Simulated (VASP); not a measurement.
# WSe2 in VASP: further runs

WSe2 is run at these levels: r2SCAN; tasks: single point.

All numbers are computed with VASP 6.6.1; they aren't measurements. Logs are shortened: lines on timing, memory, paths and dates and some standing lists are left out, and cuts for length are marked.

**1. The cell of the first run**

The cell holds a slab with vacuum, 3 atoms: a = 3.314 Å, b = 3.314 Å, c = 16.159 Å, α = 90.00°, β = 90.00°, γ = 120.00°.

**2. Single point, r2SCAN (strain +0.000 along x and y, -0.030 along z)**

The input, POSCAR:

```
WSe2
1.0
    3.3143636123      0.0000000000      0.0000000000
   -1.6571818062      2.8703230856      0.0000000000
    0.0000000000      0.0000000000     16.1589159201
W Se
1 2
Direct
    0.0000000000      0.0000000000      0.0000000000
    0.3333333333      0.6666666667      0.0997031682
    0.3333333333      0.6666666667      0.9002968318
```

The input, INCAR.step1:

```
SYSTEM = WSe2
PREC = Accurate
ENCUT = 520
ISMEAR = 0
SIGMA = 0.05
LREAL = .FALSE.
LASPH = .TRUE.
NELM = 80
NBANDS = 20
GGA = PE
ALGO = Normal
EDIFF = 1E-4
LWAVE = .TRUE.
LCHARG = .FALSE.
```

The input, INCAR.step2:

```
SYSTEM = WSe2
PREC = Accurate
ENCUT = 520
EDIFF = 1E-7
ISMEAR = 0
SIGMA = 0.05
LREAL = .FALSE.
LASPH = .TRUE.
NELM = 80
ALGO = Normal
ISIF = 2
LWAVE = .FALSE.
LCHARG = .FALSE.
METAGGA = R2SCAN
LMIXTAU = .TRUE.
NBANDS = 20
ISTART = 1
```

The input, KPOINTS:

```
Automatic mesh
0
G
  12 12 2
  0 0 0
```

Potentials or basis: VASP PAW PBE potentials, release 64 (W_sv, Se).

Launch:

```sh
cat potpaw_PBE.64/W_sv/POTCAR potpaw_PBE.64/Se/POTCAR > POTCAR
cp INCAR.step1 INCAR
mpirun -np 1 vasp_std > vasp.out
cp INCAR.step2 INCAR
mpirun -np 1 vasp_std > vasp.out
```

OUTCAR:

```text
SYSTEM = WSe2
   PREC = Accurate
   ENCUT = 520
   EDIFF = 1E-7
   ISMEAR = 0
   LREAL = .FALSE.
   LASPH = .TRUE.
   NELM = 80
   ISIF = 2
   METAGGA = R2SCAN
   ISTART = 1

 ion  position               nearest neighbor table
   1  0.000  0.000  0.000-   2 2.50   3 2.50   2 2.50   3 2.50   2 2.50   3 2.50
   2  0.333  0.667  0.100-   1 2.50   1 2.50   1 2.50
   3  0.333  0.667  0.900-   1 2.50   1 2.50   1 2.50

  LATTYP: Found a hexagonal cell.
 ALAT       =     3.3143636123
 C/A-ratio  =     4.8754203854

  Lattice vectors:

 A1 = (   3.3143636123,   0.0000000000,   0.0000000000)
 A2 = (  -1.6571818062,   2.8703230856,   0.0000000000)
 A3 = (   0.0000000000,   0.0000000000,  16.1589159201)

Analysis of symmetry for initial positions (statically):
=====================================================================
 Subroutine PRICEL returns:
 Original cell was already a primitive cell.

 Routine SETGRP: Setting up the symmetry group for a
 hexagonal supercell.

 Subroutine GETGRP returns: Found 12 space group operations
 (whereof 12 operations were pure point group operations)
 out of a pool of 24 trial point group operations.

The static configuration has the point symmetry D_3h.

Analysis of symmetry for dynamics (positions and initial velocities):
=====================================================================
 Subroutine PRICEL returns:
 Original cell was already a primitive cell.

 Routine SETGRP: Setting up the symmetry group for a
 hexagonal supercell.

 Subroutine GETGRP returns: Found 12 space group operations
 (whereof 12 operations were pure point group operations)
 out of a pool of 24 trial point group operations.

The dynamic configuration has the point symmetry D_3h.

 Subroutine INISYM returns: Found 12 space group operations
 (whereof 12 operations are pure point group operations),
 and found     1 'primitive' translations

----------------------------------------------------------------------------------------

                                     Primitive cell

  volume of cell :     153.7245

  direct lattice vectors                    reciprocal lattice vectors
     3.314363612  0.000000000  0.000000000     0.301717046  0.174196418  0.000000000
    -1.657181806  2.870323086  0.000000000     0.000000000  0.348392836  0.000000000
     0.000000000  0.000000000 16.158915920     0.000000000  0.000000000  0.061885340

  length of vectors
     3.314363612  3.314363612 16.158915920     0.348392836  0.348392836  0.061885340

  position of ions in fractional coordinates (direct lattice)
     0.000000000  0.000000000  0.000000000
     0.333333333  0.666666667  0.099703168
     0.333333333  0.666666667  0.900296832

  ion indices of the primitive-cell ions
   primitive index   ion index
                 1           1
                 2           2
                 3           3

----------------------------------------------------------------------------------------

 KPOINTS: Automatic mesh

Automatic generation of k-mesh.
 Grid dimensions read from file:
 generate k-points for:   12   12    2

 Generating k-lattice:

  Cartesian coordinates                     Fractional coordinates (reciprocal lattice)
     0.025143087  0.014516368  0.000000000     0.083333333 -0.000000000  0.000000000
     0.000000000  0.029032736  0.000000000     0.000000000  0.083333333  0.000000000
     0.000000000  0.000000000  0.030942670     0.000000000  0.000000000  0.500000000

  Length of vectors
     0.029032736  0.029032736  0.030942670

  Shift w.r.t. Gamma in fractional coordinates (k-lattice)
     0.000000000  0.000000000  0.000000000

 Subroutine IBZKPT returns following result:
 ===========================================

 Found     38 irreducible k-points:

 Following reciprocal coordinates:
            Coordinates               Weight
  0.000000  0.000000  0.000000      1.000000
  0.083333  0.000000  0.000000      6.000000
  0.166667  0.000000  0.000000      6.000000
  0.250000  0.000000  0.000000      6.000000
  0.333333  0.000000  0.000000      6.000000
  0.416667  0.000000  0.000000      6.000000
[... 16 lines left out ...]
  0.250000  0.000000  0.500000      6.000000
  0.333333  0.000000  0.500000      6.000000
 [... further k-points ...]
   k-points           NKPTS =     38   k-points in BZ     NKDIM =     38   number of bands    NBANDS=     20
   number of dos      NEDOS =    301   number of ions     NIONS =      3
   total plane-waves  NPLWV =  94080
   dimension x,y,z NGX =    28 NGY =   28 NGZ =  120
   dimension x,y,z NGXF=    56 NGYF=   56 NGZF=  240
   ions per type =               1   2
   NGX,Y,Z   is equivalent  to a cutoff of  14.04, 14.04, 12.35 a.u.
   NGXF,Y,Z  is equivalent  to a cutoff of  28.09, 28.09, 24.69 a.u.
 SYSTEM =  WSe2
   PREC   = accura    normal or accurate (medium, high low for compatibility)
   ISTART =      1    job   : 0-new  1-cont  2-samecut
   ICHARG =      0    charge: 1-file 2-atom 10-const
   ISPIN  =      1    spin polarized calculation?
   LNONCOLLINEAR =      F non collinear calculations
   LSORBIT =      F    spin-orbit coupling
   LASPH  =      T    aspherical Exc in radial PAW
   ENCUT  =  520.0 eV  38.22 Ry    6.18 a.u.   6.16  6.16 30.04*2*pi/ulx,y,z
   NELM   =     80;   NELMIN=  2; NELMDL=  0     # of ELM steps
   EDIFF  = 0.1E-06   stopping-criterion for ELM
   LREAL  =      F    real-space projection
   EDIFFG = 0.1E-05   stopping-criterion for IOM
   NSW    =      0    number of steps for IOM
   IBRION =     -1    ionic relax: 0-MD 1-quasi-New 2-CG
   NFREE  =      0    steps in history (QN), initial steepest desc. (CG)
   ISIF   =      2    stress and relaxation
   ISYM   =      2    0-nonsym 1-usesym 2-fastsym
   POTIM  = 0.5000    time-step for ionic-motion
   TEBEG  =    0.0;   TEEND  =   0.0 temperature during run
   PSTRESS=    0.0 pullay stress
   NELECT =      26.0000    total number of electrons
   NUPDOWN=      -1.0000    fix difference up-down
   EMIN   =  10.00;   EMAX   =-10.00  energy-range for DOS
   EFERMI =   0.00;   METHOD = LEGACY
   ISMEAR =     0;   SIGMA  =   0.05  broadening in eV -4-tet -1-fermi 0-gaus
   EFERMI_NEDOS =   21; number of points for ismear=-14 and -15
   IALGO  =     38    algorithm
   IMIX   =      4    mixing-type and parameters
     AMIX     =   0.40;   BMIX     =  1.00
     AMIX_MAG =   1.60;   BMIX_MAG =  1.00
  volume/ion in A,a.u.               =      51.24       345.79
  Fermi-wavevector in a.u.,A,eV,Ry     =   0.905354  1.710870 11.152221  0.819665
  Thomas-Fermi vector in A             =   2.028911
   LORBIT       =      0    0 simple, 1 ext, 2 COOP (PROOUT), +10 PAW based schemes
   METAGGA = R2SCAN    functional components
   LHFCALC =     F    Hartree Fock is set to
   AEXX    =    0.0000 exact exchange contribution
   IVDW    =     0    specifies the selected vdW correction
   LEPSILON=     F    determine dielectric tensor
   LRPA    =     F    only Hartree local field effects (RPA)
 non-spin polarized calculation
 Gauss-broadening in eV      SIGMA  =   0.05
  energy-cutoff  :      520.00
  volume of cell :      153.72
 maximum number of plane-waves:      4164
 NGX is ok and might be reduce to    28
   NGX = 13   NGY = 13   NGZ = 61

 number of electron      26.0000000 magnetization

 Free energy of the ion-electron system (eV)
  ---------------------------------------------------
  ext. energy  EPLUGINS =         0.00000000
  ---------------------------------------------------
  free energy    TOTEN  =       -81.69842783 eV

  energy without entropy =      -81.69842783  energy(sigma->0) =      -81.69842783

 E-fermi :  -0.6535     XC(G=0):  -4.9300

 val. band max:       -1.0230823558   @ k =   0.3333   0.3333   0.5000
 cond. band min:       0.5109851699   @ k =   0.3333   0.3333   0.5000
 fundamental gap:      1.5340675258
 Fermi energy:        -0.6535189987

 k-point     1 :       0.0000    0.0000    0.0000
  band No.  band energies     occupation
      1     -76.9290      2.00000
      2     -40.5270      2.00000
      3     -40.4410      2.00000
      4     -40.4410      2.00000
      5     -16.5638      2.00000
      6     -15.0070      2.00000
[... 12 lines left out ...]
     19       4.7003      0.00000
     20       4.7433      0.00000

 k-point     2 :       0.0833    0.0000    0.0000
  band No.  band energies     occupation
      1     -76.9282      2.00000
      2     -40.5237      2.00000
      3     -40.4573      2.00000
      4     -40.4448      2.00000
      5     -16.4551      2.00000
      6     -14.9595      2.00000
[... 12 lines left out ...]
     19       4.8772      0.00000
     20       5.0888      0.00000

 k-point     3 :       0.1667    0.0000    0.0000
  band No.  band energies     occupation
      1     -76.9262      2.00000
      2     -40.5147      2.00000
      3     -40.5018      2.00000
      4     -40.4551      2.00000
      5     -16.1445      2.00000
      6     -14.8244      2.00000
[... 12 lines left out ...]
     19       5.2575      0.00000
     20       5.8939      0.00000

 k-point     4 :       0.2500    0.0000    0.0000
  band No.  band energies     occupation
      1     -76.9235      2.00000
      2     -40.5620      2.00000
      3     -40.5025      2.00000
      4     -40.4692      2.00000
      5     -15.6801      2.00000
      6     -14.6248      2.00000
[... 12 lines left out ...]
     19       5.8373      0.00000
     20       6.3932      0.00000

 k-point     5 :       0.3333    0.0000    0.0000
  band No.  band energies     occupation
      1     -76.9207      2.00000
      2     -40.6215      2.00000
      3     -40.4902      2.00000
      4     -40.4832      2.00000
      5     -15.1517      2.00000
      6     -14.4038      2.00000
[... 12 lines left out ...]
     19       6.1793      0.00000
     20       6.4576      0.00000
[... 353 lines left out ...]
      6     -14.9595      2.00000
[... 12 lines left out ...]
     19       4.4556      0.00000
     20       5.4309      0.00000

 k-point    22 :       0.1667    0.0000    0.5000
  band No.  band energies     occupation
      1     -76.9262      2.00000
      2     -40.5147      2.00000
      3     -40.5018      2.00000
      4     -40.4551      2.00000
      5     -16.1445      2.00000
      6     -14.8244      2.00000
[... 12 lines left out ...]
     19       4.9874      0.00000
     20       6.3959      0.00000

 k-point    23 :       0.2500    0.0000    0.5000
  band No.  band energies     occupation
      1     -76.9235      2.00000
      2     -40.5620      2.00000
      3     -40.5025      2.00000
      4     -40.4692      2.00000
      5     -15.6801      2.00000
      6     -14.6248      2.00000
[... 12 lines left out ...]
     19       5.4923      0.00000
     20       6.8769      0.00000

 k-point    24 :       0.3333    0.0000    0.5000
  band No.  band energies     occupation
      1     -76.9207      2.00000
      2     -40.6215      2.00000
      3     -40.4902      2.00000
      4     -40.4832      2.00000
      5     -15.1517      2.00000
      6     -14.4038      2.00000
[... 12 lines left out ...]
     19       6.2074      0.00000
     20       6.3262      0.00000

 [... further k-points ...]

------------------------ aborting loop because EDIFF is reached ----------------------------------------

  FORCE on cell =-STRESS in cart. coord.  units (eV):
  Direction    XX          YY          ZZ          XY          YZ          ZX
  --------------------------------------------------------------------------------------
  -------------------------------------------------------------------------------------
  Total        1.2911276      1.2911276      3.2905253     -0.0000000      0.0000000      0.0000000
  in kB       13.4566389     13.4566389     34.2951458     -0.0000000      0.0000000      0.0000000
  external PRESSURE =      20.4028078 kB  Pullay stress =       0.0000000 kB

 VOLUME and BASIS-vectors are now :
 -----------------------------------------------------------------------------
  energy-cutoff  :      520.00
  volume of cell :      153.72
      direct lattice vectors                 reciprocal lattice vectors
     3.314363612  0.000000000  0.000000000     0.301717046  0.174196418  0.000000000
    -1.657181806  2.870323086  0.000000000     0.000000000  0.348392836  0.000000000
     0.000000000  0.000000000 16.158915920     0.000000000  0.000000000  0.061885340

 POSITION                                       TOTAL-FORCE (eV/Angst)
 -----------------------------------------------------------------------------------
      0.00000      0.00000      0.00000        -0.000000      0.000000      0.000000
     -0.00000      1.91355      1.61110         0.000000      0.000000      1.025334
     -0.00000      1.91355     14.54782         0.000000      0.000000     -1.025334
 -----------------------------------------------------------------------------------
    total drift:                                0.000002     -0.000001     -0.000000

  FREE ENERGIE OF THE ION-ELECTRON SYSTEM (eV)
  ---------------------------------------------------
  free  energy   TOTEN  =       -81.6984278280 eV

  energy  without entropy=      -81.6984278280  energy(sigma->0) =      -81.69842783
```

Run time: 5.3 min. Hardware: 1 thread of Intel Xeon 6975P-C (Granite Rapids), shared host; peak memory 0.39 GiB.

Results:

| Quantity | Value |
| --- | --- |
| Free energy | -81.6984 eV |
| Largest force | 1.025 eV/Å |
| Band gap on the k mesh | 1.53 eV |

Forces on the atoms (eV/Å):
```
W    0.000  0.000  0.000
Se   0.000  0.000  1.025
Se   0.000  0.000 -1.025
```

Levels at points of the mesh, in eV from the valence-band top:
| k point | band 10 | band 11 | band 12 | band 13 | band 14 | band 15 | band 16 | band 17 |
| --- | --- | --- | --- | --- | --- | --- | --- | --- |
| (0.00, 0.00, 0.00) | -2.04 | -1.54 | -1.54 | -0.05 | 3.17 | 3.17 | 3.47 | 3.47 |
| (0.50, 0.00, 0.00) | -3.37 | -2.05 | -1.21 | -0.99 | 2.49 | 2.95 | 4.24 | 4.93 |
| (0.00, 0.00, 0.50) | -2.04 | -1.54 | -1.54 | -0.05 | 3.17 | 3.17 | 3.47 | 3.47 |
| (0.50, 0.00, 0.50) | -3.37 | -2.05 | -1.21 | -0.99 | 2.49 | 2.95 | 4.24 | 4.93 |

Caveat: the cell differs from its parent crystal (strain +0.000 along x and y, -0.030 along z); the PAW data sets were made with another functional, which shifts forces and pressure a little; spin-orbit coupling is left out, which moves the levels of the heavy elements.

**3. Single point, r2SCAN (strain -0.015 along x and y, +0.000 along z)**

The input, POSCAR:

```
WSe2
1.0
    3.2646481581      0.0000000000      0.0000000000
   -1.6323240791      2.8272682393      0.0000000000
    0.0000000000      0.0000000000     16.6586762063
W Se
1 2
Direct
    0.0000000000      0.0000000000      0.0000000000
    0.3333333333      0.6666666667      0.0997031682
    0.3333333333      0.6666666667      0.9002968318
```

The input, INCAR.step1:

```
SYSTEM = WSe2
ALGO = Normal ; EDIFF = 1E-4
ENCUT = 520 ; GGA = PE
ISMEAR = 0 ; LASPH = .TRUE.
LCHARG = .FALSE. ; LREAL = .FALSE.
LWAVE = .TRUE. ; NBANDS = 20
NELM = 100 ; PREC = Accurate
SIGMA = 0.05
```

The input, INCAR.step2:

```
SYSTEM = WSe2
ALGO = Normal ; EDIFF = 1E-7
ENCUT = 520 ; ISIF = 2
ISMEAR = 0 ; ISTART = 1
LASPH = .TRUE. ; LCHARG = .FALSE.
LMIXTAU = .TRUE. ; LREAL = .FALSE.
LWAVE = .FALSE. ; METAGGA = R2SCAN
NBANDS = 20 ; NELM = 100
PREC = Accurate ; SIGMA = 0.05
```

The input, KPOINTS:

```
k-points
0
G
  12 12 2
  0 0 0
```

Potentials or basis: VASP PAW PBE potentials, release 64 (W_sv, Se).

Launch:

```sh
cat potpaw_PBE.64/W_sv/POTCAR potpaw_PBE.64/Se/POTCAR > POTCAR
cp INCAR.step1 INCAR
mpirun -np 1 vasp_std > vasp.out
cp INCAR.step2 INCAR
mpirun -np 1 vasp_std > vasp.out
```

Wall time 3.7 min (1 thread of Intel Xeon 6975P-C (Granite Rapids), shared host); peak memory 0.35 GiB.

Results (log left out):

```yaml
Free_energy: -81.7190 eV
Largest_force: 0.390 eV/Å
Band_gap_on_the_k_mesh: 1.81 eV
```

Forces on the atoms (eV/Å):
```
W    0.000  0.000  0.000
Se   0.000  0.000  0.390
Se   0.000  0.000 -0.390
```

Levels at points of the mesh, in eV from the valence-band top:
| k point | band 11 | band 12 | band 13 | band 14 | band 15 | band 16 |
| --- | --- | --- | --- | --- | --- | --- |
| (0.00, 0.00, 0.00) | -1.31 | -1.31 | -0.38 | 3.24 | 3.24 | 3.43 |
| (0.50, 0.00, 0.00) | -2.33 | -1.08 | -1.00 | 2.69 | 3.06 | 4.16 |
| (0.00, 0.00, 0.50) | -1.31 | -1.31 | -0.38 | 3.24 | 3.24 | 3.43 |
| (0.50, 0.00, 0.50) | -2.33 | -1.08 | -1.00 | 2.69 | 3.06 | 4.16 |

Caveat: the cell differs from its parent crystal (strain -0.015 along x and y, +0.000 along z); the PAW data sets were made with another functional, which shifts forces and pressure a little; spin-orbit coupling is left out, which moves the levels of the heavy elements.
